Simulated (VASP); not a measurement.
Crystal: SiCl.

```
Si Cl
1.0
     3.19354    0.00000    0.00000
     0.00000    3.19354    0.00000
     0.00000    0.00000    4.18582
Si Cl
1 1
Cartesian
  1.5968 1.5968 2.0929
  0.0000 0.0000 0.0000
```

```yaml
Program: VASP 6.6.1
Task: relaxation of cell and atoms
Functional: PBE
Potentials_or_basis: VASP PAW PBE potentials, release 64 (Si, Cl)
Cutoff: 600 eV
k_mesh: 18 × 18 × 14
Occupations: gaussian, width 0.1 eV
Spin: no spin polarisation
```

At the start: pressure -3.4 GPa; volume 21.34 Å³/atom.

How do energy, volume and symmetry change on relaxing?

Over 7 steps the energy falls by 23.9 meV/atom and the volume is 19.48 Å³/atom (-8.8 %); space group P4/mmm (No. 123, to 0.1 Å) before and after.

Step by step:
```tsv
step	energy change (eV)	largest force (eV/Å)	pressure (GPa)	volume (Å³)
1	0.0000	0.0000	-3.44	42.69
2	-0.0417	0.0000	-1.02	39.92
3	-0.0454	0.0000	0.05	38.96
4	-0.0454	0.0000	0.13	38.88
5	-0.0464	0.0000	0.11	38.90
6	-0.0478	0.0000	0.06	38.96
7	-0.0478	0.0000	0.07	38.95
```

Final structure:
```yaml
crystal:
  lattice:
    - [3.05754, 0.00000, 0.00000]
    - [0.00000, 3.05754, 0.00000]
    - [0.00000, 0.00000, 4.16660]
  atoms:
    - { symbol: Si, position: [0.50000, 0.50000, 0.50000] }
    - { symbol: Cl, position: [0.00000, 0.00000, 0.00000] }
```

Caveat: an odd number of electrons without spin polarisation forces a metal; a magnetic or distorted state may lie lower.
